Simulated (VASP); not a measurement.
# AlN (P6_3mc) in VASP: a series of runs, part 2 of 2

VASP 6.6.1. The steps go on from the part before.

### Step 4. Single point, r2SCAN

This run uses another cell than the first one, of 10.40 Å³/atom, 0.979 times its volume.

The input, POSCAR:

```
AlN
1.0
    3.1066970521      0.0000000000      0.0000000000
   -1.5533485260      2.6904785689      0.0000000000
    0.0000000000      0.0000000000      4.9785739302
Al N
2 2
Direct
    0.6666666667      0.3333333333      0.4992049918
    0.3333333333      0.6666666667      0.9992049918
    0.6666666667      0.3333333333      0.8807950082
    0.3333333333      0.6666666667      0.3807950082
```

The input, INCAR.step1:

```
PREC     = Accurate       # precision mode
ENCUT    = 520            # plane-wave cutoff, eV
ISMEAR   = 0              # smearing method
SIGMA    = 0.02           # smearing width, eV
LREAL    = False          # projectors in reciprocal space
LASPH    = True           # aspherical terms in the spheres
NELM     = 100            # most SCF steps
NBANDS   = 16             # bands
GGA      = PE             # functional
ALGO     = Normal         # electronic algorithm
EDIFF    = 1E-4           # SCF threshold, eV
LWAVE    = True           # write WAVECAR
LCHARG   = False          # write CHGCAR
```

The input, INCAR.step2:

```
PREC     = Accurate       # precision mode
ENCUT    = 520            # plane-wave cutoff, eV
EDIFF    = 1E-7           # SCF threshold, eV
ISMEAR   = 0              # smearing method
SIGMA    = 0.02           # smearing width, eV
LREAL    = False          # projectors in reciprocal space
LASPH    = True           # aspherical terms in the spheres
NELM     = 100            # most SCF steps
ALGO     = Normal         # electronic algorithm
ISIF     = 2              # what is computed and relaxed
LWAVE    = False          # write WAVECAR
LCHARG   = True           # write CHGCAR
METAGGA  = R2SCAN         # meta-GGA
LMIXTAU  = True         
LELF     = True           # ELF
LVHAR    = True         
NBANDS   = 16             # bands
ISTART   = 1
```

The input, KPOINTS:

```
Automatic mesh
0
Gamma
  12 12 6
```

Potentials or basis: VASP PAW PBE potentials, release 64 (Al, N).

Command:

```sh
> cat potpaw_PBE.64/Al/POTCAR potpaw_PBE.64/N/POTCAR > POTCAR
> cp INCAR.step1 INCAR
> mpirun -np 1 vasp_std > vasp.out
> cp INCAR.step2 INCAR
> mpirun -np 1 vasp_std > vasp.out
```

OUTCAR:

```text
PREC = Accurate
   ENCUT = 520
   EDIFF = 1E-7
   ISMEAR = 0
   LREAL = False
   LASPH = True
   NELM = 100
   ISIF = 2
   METAGGA = R2SCAN
   ISTART = 1

 ion  position               nearest neighbor table
   1  0.667  0.333  0.499-   4 1.89   4 1.89   4 1.89   3 1.90   2 3.07   2 3.07   2 3.07   2 3.07
                             2 3.07   2 3.07
   2  0.333  0.667  0.999-   3 1.89   3 1.89   3 1.89   4 1.90   1 3.07   1 3.07   1 3.07   1 3.07
                             1 3.07   1 3.07
   3  0.667  0.333  0.881-   2 1.89   2 1.89   2 1.89   1 1.90
[... 656 lines left out ...]
 [... further k-points ...]
[... 5 lines left out ...]
  --------------------------------------------------------------------------------------
  -------------------------------------------------------------------------------------
  Total       -0.1024534     -0.1024534     -0.0949004     -0.0000000     -0.0000000      0.0000000
  in kB       -3.9446035     -3.9446035     -3.6538027     -0.0000000     -0.0000000      0.0000000
  external PRESSURE =      -3.8476699 kB  Pullay stress =       0.0000000 kB

 VOLUME and BASIS-vectors are now :
 -----------------------------------------------------------------------------
  energy-cutoff  :      520.00
  volume of cell :       41.61
      direct lattice vectors                 reciprocal lattice vectors
     3.106697052  0.000000000  0.000000000     0.321885264  0.185840544  0.000000000
    -1.553348526  2.690478569  0.000000000     0.000000000  0.371681087  0.000000000
     0.000000000  0.000000000  4.978573930     0.000000000  0.000000000  0.200860731

 POSITION                                       TOTAL-FORCE (eV/Angst)
 -----------------------------------------------------------------------------------
      1.55335      0.89683      2.48533         0.000000     -0.000000     -0.003370
     -0.00000      1.79365      4.97462        -0.000000      0.000000     -0.003370
      1.55335      0.89683      4.38510        -0.000000      0.000000      0.003370
     -0.00000      1.79365      1.89582        -0.000000      0.000000      0.003370
 -----------------------------------------------------------------------------------
    total drift:                               -0.000000     -0.000000     -0.025622

  FREE ENERGIE OF THE ION-ELECTRON SYSTEM (eV)
  ---------------------------------------------------
  free  energy   TOTEN  =       -38.4564627859 eV

  energy  without entropy=      -38.4564627859  energy(sigma->0) =      -38.45646279
```

OUTCAR.step1:

```text
PREC = Accurate
   ENCUT = 520
   ISMEAR = 0
   LREAL = False
   LASPH = True
[... 689 lines left out ...]
      1.55335      0.89683      2.48533        -0.000000      0.000000     -0.009063
     -0.00000      1.79365      4.97462        -0.000000     -0.000000     -0.009063
      1.55335      0.89683      4.38510        -0.000000      0.000000      0.009063
     -0.00000      1.79365      1.89582         0.000000      0.000000      0.009063
 -----------------------------------------------------------------------------------
    total drift:                               -0.000000      0.000000     -0.001000

  FREE ENERGIE OF THE ION-ELECTRON SYSTEM (eV)
  ---------------------------------------------------
  free  energy   TOTEN  =       -29.7678484769 eV

  energy  without entropy=      -29.7678484769  energy(sigma->0) =      -29.76784848
```

OSZICAR.step1:

```text
N       E                     dE             d eps       ncg     rms          rms(c)
DAV:   1     0.408911988191E+02    0.40891E+02   -0.73407E+03  2440   0.899E+02
DAV:   2    -0.310419276316E+02   -0.71933E+02   -0.65896E+02  3440   0.187E+02
DAV:   3    -0.345094877799E+02   -0.34676E+01   -0.34572E+01  3032   0.422E+01
DAV:   4    -0.345303964847E+02   -0.20909E-01   -0.20908E-01  3016   0.372E+00
DAV:   5    -0.345306732742E+02   -0.27679E-03   -0.27679E-03  3096   0.428E-01    0.122E+01
DAV:   6    -0.297563262724E+02    0.47743E+01   -0.10670E+01  2904   0.237E+01    0.417E+00
DAV:   7    -0.297796204561E+02   -0.23294E-01   -0.68394E-01  2608   0.582E+00    0.296E+00
DAV:   8    -0.297723336649E+02    0.72868E-02   -0.60134E-02  2752   0.225E+00    0.591E-01
DAV:   9    -0.297673093127E+02    0.50244E-02   -0.12220E-02  3224   0.816E-01    0.246E-01
DAV:  10    -0.297679296998E+02   -0.62039E-03   -0.22499E-03  2688   0.299E-01    0.132E-01
DAV:  11    -0.297678484769E+02    0.81223E-04   -0.17442E-04  2192   0.102E-01
   1 F= -.29767848E+02 E0= -.29767848E+02  d E =-.126561E-11
```

Wall time 2 min (1 thread of Intel Xeon Platinum 8375C at 2.90GHz (Ice Lake), shared host); peak memory 0.19 GiB.

What came out:

| Item | Value |
| --- | --- |
| Free energy | -38.4565 eV |
| Pressure | -0.4 GPa |
| Largest force | 0.003 eV/Å |
| Band gap on the k mesh | 4.92 eV, direct |

Forces on the atoms (eV/Å):
```
Al   0.000  0.000 -0.003
Al   0.000  0.000 -0.003
N    0.000  0.000  0.003
N    0.000  0.000  0.003
```

Caveat: the PAW data sets were made with another functional, which shifts forces and pressure a little. r2SCAN opens gaps a little over a GGA but as a rule still falls short of measured ones.
